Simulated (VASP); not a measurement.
# LiBPt (P-6m2) in VASP: notebook

Runs on LiBPt. Level: PBE. Tasks: single point, relaxation of cell and atoms.

Program: VASP 6.6.1. These are calculated values, not measurements. Logs are shortened: lines on timing, memory, paths and dates and some standing lists are left out, and cuts for length are marked.

**1. The cell of the first run**

Symmetry: P-6m2, No. 187, hexagonal system. Conventional cell: a = 3.472 Å, b = 3.472 Å, c = 3.560 Å, α = 90.00°, β = 90.00°, γ = 120.00°. Within 3.6 Å of Li (site symmetry -6m2) lie 6 B at 2.68 Å and 6 Pt at 2.68 Å and 8 Li at 3.47 to 3.56 Å. B (site symmetry -6m2) has 3 Pt at 2.00 Å and 6 Li at 2.68 Å within 2.7 Å. Within 2.7 Å of Pt (site symmetry -6m2) lie 3 B at 2.00 Å and 6 Li at 2.68 Å.

The cell was built from a structure type or drawn by symmetry, and may not be a known phase.

**2. Single point, PBE**

INCAR

```
SYSTEM = LiBPt
ALGO     = Fast           ! electronic algorithm
EDIFF    = 1E-7           ! SCF threshold, eV
ENCUT    = 520            ! plane-wave cutoff, eV
GGA      = PE             ! functional
ISIF     = 2              ! what is computed and relaxed
ISMEAR   = 0              ! smearing method
LASPH    = .TRUE.         ! aspherical terms in the spheres
LCHARG   = .FALSE.        ! write CHGCAR
LREAL    = .FALSE.        ! projectors in reciprocal space
LWAVE    = .FALSE.        ! write WAVECAR
NBANDS   = 15             ! bands
NELM     = 80             ! most SCF steps
PREC     = Accurate       ! precision mode
SIGMA    = 0.1            ! smearing width, eV
```

KPOINTS

```
k-points
0
G
  6 6 6
  0 0 0
```

POSCAR

```
LiBPt
1.0
    3.4724778900      0.0000000000      0.0000000000
   -1.7362389400      3.0072540700      0.0000000000
    0.0000000000      0.0000000000      3.5599752500
Li B Pt
1 1 1
Direct
    0.0000000000      0.0000000000      0.0000000000
    0.3333333300      0.6666666700      0.5000000000
    0.6666666700      0.3333333300      0.5000000000
```

Potentials or basis: VASP PAW PBE potentials, release 64 (Li_sv, B, Pt).

The run is started by

```sh
$ cat potpaw_PBE.64/Li_sv/POTCAR potpaw_PBE.64/B/POTCAR potpaw_PBE.64/Pt/POTCAR > POTCAR
$ mpirun -np 1 vasp_std > vasp.out
```

OUTCAR:

```text
SYSTEM = LiBPt
   EDIFF = 1E-7
   ENCUT = 520
   GGA = PE
   ISIF = 2
   ISMEAR = 0
   LASPH = .TRUE.
   LREAL = .FALSE.
   NELM = 80
   PREC = Accurate

 ion  position               nearest neighbor table
   1  0.000  0.000  0.000-   3 2.68   3 2.68   3 2.68   3 2.68   3 2.68   3 2.68
   2  0.333  0.667  0.500-   3 2.00   3 2.00   3 2.00
   3  0.667  0.333  0.500-   2 2.00   2 2.00   2 2.00   1 2.68   1 2.68   1 2.68   1 2.68   1 2.68
                             1 2.68

  LATTYP: Found a hexagonal cell.
 ALAT       =     3.4724778900
 C/A-ratio  =     1.0251973843

  Lattice vectors:

 A1 = (   3.4724778900,   0.0000000000,   0.0000000000)
 A2 = (  -1.7362389400,   3.0072540700,   0.0000000000)
 A3 = (   0.0000000000,   0.0000000000,   3.5599752500)

Analysis of symmetry for initial positions (statically):
=====================================================================
 Subroutine PRICEL returns:
 Original cell was already a primitive cell.

 Routine SETGRP: Setting up the symmetry group for a
 hexagonal supercell.

 Subroutine GETGRP returns: Found 12 space group operations
 (whereof 12 operations were pure point group operations)
 out of a pool of 24 trial point group operations.

The static configuration has the point symmetry D_3h.

Analysis of symmetry for dynamics (positions and initial velocities):
=====================================================================
 Subroutine PRICEL returns:
 Original cell was already a primitive cell.

 Routine SETGRP: Setting up the symmetry group for a
 hexagonal supercell.

 Subroutine GETGRP returns: Found 12 space group operations
 (whereof 12 operations were pure point group operations)
 out of a pool of 24 trial point group operations.

The dynamic configuration has the point symmetry D_3h.

 Subroutine INISYM returns: Found 12 space group operations
 (whereof 12 operations are pure point group operations),
 and found     1 'primitive' translations

----------------------------------------------------------------------------------------

                                     Primitive cell

  volume of cell :      37.1755

  direct lattice vectors                    reciprocal lattice vectors
     3.472477890  0.000000000  0.000000000     0.287978795  0.166264634  0.000000000
    -1.736238940  3.007254070  0.000000000     0.000000000  0.332529270  0.000000000
     0.000000000  0.000000000  3.559975250     0.000000000  0.000000000  0.280900829

  length of vectors
     3.472477890  3.472477890  3.559975250     0.332529270  0.332529270  0.280900829

  position of ions in fractional coordinates (direct lattice)
     0.000000000  0.000000000  0.000000000
     0.333333330  0.666666670  0.500000000
     0.666666670  0.333333330  0.500000000

  ion indices of the primitive-cell ions
   primitive index   ion index
                 1           1
                 2           2
                 3           3

----------------------------------------------------------------------------------------

 KPOINTS: k-points

Automatic generation of k-mesh.
 Grid dimensions read from file:
 generate k-points for:    6    6    6

 Generating k-lattice:

  Cartesian coordinates                     Fractional coordinates (reciprocal lattice)
     0.047996466  0.027710772  0.000000000     0.166666667 -0.000000000  0.000000000
     0.000000000  0.055421545  0.000000000     0.000000000  0.166666667  0.000000000
     0.000000000  0.000000000  0.046816805     0.000000000  0.000000000  0.166666667

  Length of vectors
     0.055421545  0.055421545  0.046816805

  Shift w.r.t. Gamma in fractional coordinates (k-lattice)
     0.000000000  0.000000000  0.000000000

 Subroutine IBZKPT returns following result:
 ===========================================

 Found     28 irreducible k-points:

 Following reciprocal coordinates:
            Coordinates               Weight
  0.000000  0.000000  0.000000      1.000000
  0.166667  0.000000  0.000000      6.000000
  0.333333  0.000000  0.000000      6.000000
  0.500000  0.000000  0.000000      3.000000
  0.166667  0.166667  0.000000      6.000000
  0.333333  0.166667  0.000000     12.000000
[... 16 lines left out ...]
  0.166667  0.000000  0.500000      6.000000
  0.333333  0.000000  0.500000      6.000000
 [... further k-points ...]
   k-points           NKPTS =     28   k-points in BZ     NKDIM =     28   number of bands    NBANDS=     15
   number of dos      NEDOS =    301   number of ions     NIONS =      3
   total plane-waves  NPLWV =  21952
   dimension x,y,z NGX =    28 NGY =   28 NGZ =   28
   dimension x,y,z NGXF=    56 NGYF=   56 NGZF=   56
   ions per type =               1   1   1
   NGX,Y,Z   is equivalent  to a cutoff of  13.41, 13.41, 13.08 a.u.
   NGXF,Y,Z  is equivalent  to a cutoff of  26.81, 26.81, 26.15 a.u.
 SYSTEM =  LiBPt
   PREC   = accura    normal or accurate (medium, high low for compatibility)
   ISTART =      0    job   : 0-new  1-cont  2-samecut
   ICHARG =      2    charge: 1-file 2-atom 10-const
   ISPIN  =      1    spin polarized calculation?
   LNONCOLLINEAR =      F non collinear calculations
   LSORBIT =      F    spin-orbit coupling
   LASPH  =      T    aspherical Exc in radial PAW
   ENCUT  =  520.0 eV  38.22 Ry    6.18 a.u.   6.46  6.46  6.62*2*pi/ulx,y,z
   NELM   =     80;   NELMIN=  2; NELMDL= -5     # of ELM steps
   EDIFF  = 0.1E-06   stopping-criterion for ELM
   LREAL  =      F    real-space projection
   EDIFFG = 0.1E-05   stopping-criterion for IOM
   NSW    =      0    number of steps for IOM
   IBRION =     -1    ionic relax: 0-MD 1-quasi-New 2-CG
   NFREE  =      0    steps in history (QN), initial steepest desc. (CG)
   ISIF   =      2    stress and relaxation
   ISYM   =      2    0-nonsym 1-usesym 2-fastsym
   POTIM  = 0.5000    time-step for ionic-motion
   TEBEG  =    0.0;   TEEND  =   0.0 temperature during run
   PSTRESS=    0.0 pullay stress
   NELECT =      16.0000    total number of electrons
   NUPDOWN=      -1.0000    fix difference up-down
   EMIN   =  10.00;   EMAX   =-10.00  energy-range for DOS
   EFERMI =   0.00;   METHOD = LEGACY
   ISMEAR =     0;   SIGMA  =   0.10  broadening in eV -4-tet -1-fermi 0-gaus
   EFERMI_NEDOS =   21; number of points for ismear=-14 and -15
   IALGO  =     68    algorithm
   IMIX   =      4    mixing-type and parameters
     AMIX     =   0.40;   BMIX     =  1.00
     AMIX_MAG =   1.60;   BMIX_MAG =  1.00
  volume/ion in A,a.u.               =      12.39        83.62
  Fermi-wavevector in a.u.,A,eV,Ry     =   1.236031  2.335760 20.786602  1.527772
  Thomas-Fermi vector in A             =   2.370656
   LORBIT       =      0    0 simple, 1 ext, 2 COOP (PROOUT), +10 PAW based schemes
   GGA     = PE    functional components
   LHFCALC =     F    Hartree Fock is set to
   AEXX    =    0.0000 exact exchange contribution
   IVDW    =     0    specifies the selected vdW correction
   LEPSILON=     F    determine dielectric tensor
   LRPA    =     F    only Hartree local field effects (RPA)
 non-spin polarized calculation
 RMM-DIIS sequential band-by-band and
 Gauss-broadening in eV      SIGMA  =   0.10
  energy-cutoff  :      520.00
  volume of cell :       37.18
 maximum number of plane-waves:      1022
 NGX is ok and might be reduce to    28
   NGX = 13   NGY = 13   NGZ = 13

 number of electron      16.0000011 magnetization

 Free energy of the ion-electron system (eV)
  ---------------------------------------------------
  ext. energy  EPLUGINS =         0.00000000
  ---------------------------------------------------
  free energy    TOTEN  =       -15.48974196 eV

  energy without entropy =      -15.48258138  energy(sigma->0) =      -15.48616167

 E-fermi :   6.5776     XC(G=0): -10.9349

 val. band max:        6.5729214787   @ k =   0.1667   0.0000   0.1667
 cond. band min:       6.6126742898   @ k =   0.3333   0.1667   0.0000
 fundamental gap:      0.0397528111
 Fermi energy:         6.5776261648

 k-point     1 :       0.0000    0.0000    0.0000
  band No.  band energies     occupation
      1     -39.0297      2.00000
      2      -4.3504      2.00000
      3      -0.2482      2.00000
      4      -0.2482      2.00000
      5       1.8788      2.00000
      6       3.3900      2.00000
      7       3.3900      2.00000
      8       6.0799      2.00000
      9      12.6012      0.00000
     10      12.6012      0.00000
     11      13.0885      0.00000
     12      15.3375      0.00000
     13      15.7313      0.00000
     14      15.7313      0.00000
     15      17.4864      0.00000

 k-point     2 :       0.1667    0.0000    0.0000
  band No.  band energies     occupation
      1     -39.0288      2.00000
      2      -3.9064      2.00000
      3      -0.2992      2.00000
      4       0.1518      2.00000
      5       1.9577      2.00000
      6       2.7464      2.00000
      7       3.3324      2.00000
      8       7.1914      0.00000
      9       9.7121      0.00000
     10      10.7965      0.00000
     11      13.8471      0.00000
     12      15.0456      0.00000
     13      16.3295      0.00000
     14      16.6561      0.00000
     15      16.8746      0.00000

 k-point     3 :       0.3333    0.0000    0.0000
  band No.  band energies     occupation
      1     -39.0269      2.00000
      2      -2.9173      2.00000
      3      -0.0208      2.00000
      4       1.1843      2.00000
      5       1.9946      2.00000
      6       2.1208      2.00000
      7       3.2200      2.00000
      8       5.7533      2.00000
      9       8.2492      0.00000
     10       9.0188      0.00000
     11      14.3747      0.00000
     12      15.0912      0.00000
     13      15.1056      0.00000
     14      16.8449      0.00000
     15      17.0070      0.00000

 k-point     4 :       0.5000    0.0000    0.0000
  band No.  band energies     occupation
      1     -39.0260      2.00000
      2      -2.4540      2.00000
      3       0.9829      2.00000
      4       1.7223      2.00000
      5       1.9465      2.00000
      6       2.2283      2.00000
      7       3.1651      2.00000
      8       3.2616      2.00000
      9       6.9332      0.00000
     10       9.8976      0.00000
     11      13.9679      0.00000
     12      14.8777      0.00000
     13      15.6456      0.00000
     14      16.7513      0.00000
     15      16.8090      0.00000
[... 307 lines left out ...]
 k-point    22 :       0.0000    0.0000    0.5000
  band No.  band energies     occupation
      1     -39.0276      2.00000
      2      -3.8659      2.00000
      3      -0.1359      2.00000
      4      -0.1359      2.00000
      5       2.5210      2.00000
      6       2.9674      2.00000
      7       2.9674      2.00000
      8       4.4393      2.00000
      9      12.9687      0.00000
     10      13.3479      0.00000
     11      13.3479      0.00000
     12      13.6834      0.00000
     13      15.9690      0.00000
     14      15.9690      0.00000
     15      19.7705      0.00000

 k-point    23 :       0.1667    0.0000    0.5000
  band No.  band energies     occupation
      1     -39.0269      2.00000
      2      -3.3940      2.00000
      3      -0.1989      2.00000
      4       0.2622      2.00000
      5       1.6175      2.00000
      6       2.8659      2.00000
      7       4.1074      2.00000
      8       4.4573      2.00000
      9      10.8253      0.00000
     10      11.7472      0.00000
     11      12.8094      0.00000
     12      13.7375      0.00000
     13      15.9852      0.00000
     14      16.0493      0.00000
     15      19.3607      0.00000

 k-point    24 :       0.3333    0.0000    0.5000
  band No.  band energies     occupation
      1     -39.0256      2.00000
      2      -2.3792      2.00000
      3       0.1124      2.00000
      4       0.8998      2.00000
      5       1.2763      2.00000
      6       2.6722      2.00000
      7       4.3458      2.00000
      8       5.4485      2.00000
      9       6.9328      0.00000
     10       9.1403      0.00000
     11      11.1950      0.00000
     12      15.3092      0.00000
     13      15.9126      0.00000
     14      16.1555      0.00000
     15      19.2065      0.00000

 [... further k-points ...]

------------------------ aborting loop because EDIFF is reached ----------------------------------------

  FORCE on cell =-STRESS in cart. coord.  units (eV):
  Direction    XX          YY          ZZ          XY          YZ          ZX
  --------------------------------------------------------------------------------------
  -------------------------------------------------------------------------------------
  Total        2.2881954      2.2881954      1.6437507      0.0000000     -0.0000000      0.0000000
  in kB       98.6159356     98.6159358     70.8418586      0.0000002     -0.0000000      0.0000000
  external PRESSURE =      89.3579100 kB  Pullay stress =       0.0000000 kB

 VOLUME and BASIS-vectors are now :
 -----------------------------------------------------------------------------
  energy-cutoff  :      520.00
  volume of cell :       37.18
      direct lattice vectors                 reciprocal lattice vectors
     3.472477890  0.000000000  0.000000000     0.287978795  0.166264634  0.000000000
    -1.736238940  3.007254070  0.000000000     0.000000000  0.332529270  0.000000000
     0.000000000  0.000000000  3.559975250     0.000000000  0.000000000  0.280900829

 POSITION                                       TOTAL-FORCE (eV/Angst)
 -----------------------------------------------------------------------------------
      0.00000      0.00000      0.00000         0.000000     -0.000000      0.000000
     -0.00000      2.00484      1.77999        -0.000000      0.000000      0.000000
      1.73624      1.00242      1.77999         0.000000      0.000000      0.000000
 -----------------------------------------------------------------------------------
    total drift:                               -0.000004      0.000003      0.000000

  FREE ENERGIE OF THE ION-ELECTRON SYSTEM (eV)
  ---------------------------------------------------
  free  energy   TOTEN  =       -15.4897419564 eV

  energy  without entropy=      -15.4825813832  energy(sigma->0) =      -15.48616167
```

Wall time 63 s (1 thread of Intel Xeon 8259CL, shared host); peak memory 0.13 GiB.

Results:

| Property | Result |
| --- | --- |
| Free energy | -15.4897 eV |
| Band gap on the k mesh | zero (bands 8 and 9 overlap by 1.99 eV) |

Caveat: the cutoff is under 1.25 times the usual one of these potentials, so pressure, stress and relaxed cells hold a basis-set (Pulay) error; spin-orbit coupling is left out, which moves the levels of the heavy elements.

[end of part 1 of 2]
